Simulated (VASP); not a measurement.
Set up this calculation in VASP 6.6.1, as the native input.

| Quantity | Value |
| --- | --- |
| Task | single point |
| Functional | PBE |
| Potentials or basis | VASP PAW PBE potentials, release 64 (Ir) |
| Cutoff | 520 eV |
| k mesh | 15 × 15 × 15 |
| Occupations | fermi-dirac, width 0.05 eV |
| Spin | no spin polarisation |
| Dipole correction | no |
| Further INCAR settings | ALGO = Normal; EDIFF = 1e-06; NBANDS = 10 |

The structure of Ir lies in POSCAR:

```
Ir
1.0
    0.0000000000      1.9772910000      1.9197000000
    1.9772910000      0.0000000000      1.9197000000
    1.9772910000      1.9772910000      0.0000000000
Ir
1
Direct
    0.0000000000      0.0000000000      0.0000000000
```

This cell differs from its parent crystal: equal xx and yy strain of +3 %.

One way to write it, as run:

INCAR

```
PREC = Accurate
ENCUT = 520
EDIFF = 1E-6
ISMEAR = -1
SIGMA = 0.05
LREAL = False
LASPH = True
NELM = 80
ALGO = Normal
ISIF = 2
LWAVE = False
LCHARG = False
GGA = PE
NBANDS = 10
```

KPOINTS

```
regular mesh
0
Gamma
  15 15 15
```

Potentials or basis: VASP PAW PBE potentials, release 64 (Ir).

Command:

```console
$ cat potpaw_PBE.64/Ir/POTCAR > POTCAR
$ mpirun -np 1 vasp_std > vasp.out
```

It gave:

```
Pressure               : -10.6 GPa
Band gap on the k mesh : zero (an odd number of electrons rules out a gap without spin polarisation)
```

Caveat: the cell differs from its parent crystal (equal xx and yy strain of +3 %); the cell stands under tension; spin-orbit coupling is left out, which moves the levels of the heavy elements.

Wall time 53 s on 1 thread of Intel Xeon 8259CL, on a shared host, peak memory 0.17 GiB.
